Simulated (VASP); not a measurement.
A run of VASP 6.6.1:

The input INCAR:

```
SYSTEM = Nb
ALGO = Normal
EDIFF = 1E-7
EDIFFG = -0.05
ENCUT = 600
IBRION = 2
ISIF = 3
ISMEAR = 0
LASPH = .TRUE.
LCHARG = .FALSE.
LREAL = .FALSE.
LWAVE = .FALSE.
NELM = 80
NSW = 100
PREC = Accurate
SIGMA = 0.1
```

Contents of KPOINTS:

```
k-points
0
G
  8 8 8
  0 0 0
```

The input POSCAR:

```
Nb
1.0
   -1.6588161900      1.6588161900      1.6588161900
    1.6588161900     -1.6588161900      1.6588161900
    1.6588161900      1.6588161900     -1.6588161900
Nb
1
Direct
    0.0000000000      0.0000000000      0.0000000000
```

Potentials or basis: VASP PAW LDA potentials, release 64 (Nb_sv).

The run is started by

```sh
$ cat potpaw_LDA.64/Nb_sv/POTCAR > POTCAR
$ mpirun -np 1 vasp_std > vasp.out
```

Hardware: 1 thread of Intel Xeon 8259CL, on a shared host.

How long does it take, and how much memory?

Wall time 16 s on 1 thread of Intel Xeon 8259CL (shared host), peak memory 0.14 GiB. Counts: scf iterations 33, k points 29, ion steps 3.
